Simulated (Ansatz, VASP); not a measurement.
**One calculation of Ba2C, two programs**

File INCAR:

```
SYSTEM = Ba2C
PREC = Accurate
ENCUT = 520
EDIFF = 1E-6
ISMEAR = -1
SIGMA = 0.02
LREAL = .False.
LASPH = .True.
NELM = 80
ALGO = Normal
ISIF = 2
LWAVE = .False.
LCHARG = .False.
GGA = PE
NBANDS = 19
```

KPOINTS

```
regular mesh
0
Gamma
  6 6 6
  0 0 0
```

Contents of POSCAR:

```
Ba2C
1.0
    0.0000000000      3.4448966458      3.4448966458
    3.4448966458      0.0000000000      3.4448966458
    3.4448966458      3.4448966458      0.0000000000
C Ba
1 2
Direct
    0.0000000000      0.0000000000      0.0000000000
    0.2500000000      0.2500000000      0.2500000000
    0.7500000000      0.7500000000      0.7500000000
```

Input for Ansatz:

```yaml
crystal:
  lattice:
    - [0.0, 3.4448966458, 3.4448966458]
    - [3.4448966458, 0.0, 3.4448966458]
    - [3.4448966458, 3.4448966458, 0.0]
  atoms:
    - { symbol: C, position: [0.0, 0.0, 0.0] }
    - { symbol: Ba, position: [0.25, 0.25, 0.25] }
    - { symbol: Ba, position: [0.75, 0.75, 0.75] }
kpoints:
  mp_grid: { grid: [6, 6, 6] }
hamiltonian:
  xc: pbe
scf:
  occupations: { method: fermi_dirac, width: 0.02 }
  n_extra_bands: 4
output:
  forces: true
  stress: true
  eigenvalues: true
```

Alike in both runs: task single point; functional PBE; k mesh 6 × 6 × 6; occupations fermi-dirac, width 0.02 eV; no spin polarisation.

|  | VASP | Ansatz |
| --- | --- | --- |
| version | VASP 6.6.1 | Ansatz 0.2.0 |
| potentials or method | VASP PAW PBE potentials, release 64 (C, Ba_sv) | plane waves, PAW |
| plane-wave cutoff (eV) | 520 | 420 |
| valence electrons in the cell | 24 | 24 |

Ansatz gave:

| Quantity | Value |
| --- | --- |
| pressure (GPa) | 2.4 |

Problem. Estimate VASP's values.

Solution. Pressure (GPa): 4.0.

Neither program's run includes spin-orbit coupling.
